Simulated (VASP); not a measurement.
MgS: single point with r2SCAN

Crystal: MgS.

```
CELL_PARAMETERS angstrom
4.03462 0.00000 0.00000
-2.01731 3.49409 0.00000
0.00000 0.00000 12.86459
ATOMIC_POSITIONS crystal
Mg 0.66667 0.33333 0.24788
Mg 0.33333 0.66667 0.49788
Mg 0.66667 0.33333 0.74788
Mg 0.33333 0.66667 0.99788
S 0.33333 0.66667 0.18962
S 0.66667 0.33333 0.43962
S 0.33333 0.66667 0.68962
S 0.66667 0.33333 0.93962
```

```
Program             : VASP 6.6.1
Task                : single point
Functional          : r2SCAN
Potentials or basis : VASP PAW PBE potentials, release 64 (Mg, S)
Cutoff              : 660 eV
k mesh              : 4 × 4 × 1
Occupations         : gaussian, width 0.01 eV
Spin                : no spin polarisation
```

The pressure is -0.2 GPa, the largest force is 0.054 eV/Å and the band gap on the k mesh is 4.10 eV.

Forces in eV/Å, atoms in the order of the input:
```
Mg   0.000  0.000  0.054
Mg   0.000  0.000  0.054
Mg   0.000  0.000  0.054
Mg   0.000  0.000  0.054
S    0.000  0.000 -0.054
S    0.000  0.000 -0.054
S    0.000  0.000 -0.054
S    0.000  0.000 -0.054
```

Stress tensor (GPa, compression positive):
```
-0.14  0.00  0.00
 0.00 -0.14  0.00
 0.00  0.00 -0.39
```

Levels at points of the mesh, in eV from the valence-band top:
```csv
k point,band 14,band 15,band 16,band 17,band 18,band 19
"(0.00, 0.00, 0.00)",-0.17,-0.17,0.00,4.10,5.34,5.57
"(0.50, 0.00, 0.00)",-0.82,-0.82,-0.49,5.16,5.16,5.24
```

Run time: 6.6 min on 1 thread of AMD EPYC 7571, with other jobs on the host, peak memory 0.35 GiB.

Caveat: the k points lie up to 0.49 Å⁻¹ apart; the PAW data sets were made with another functional, which shifts forces and pressure a little.
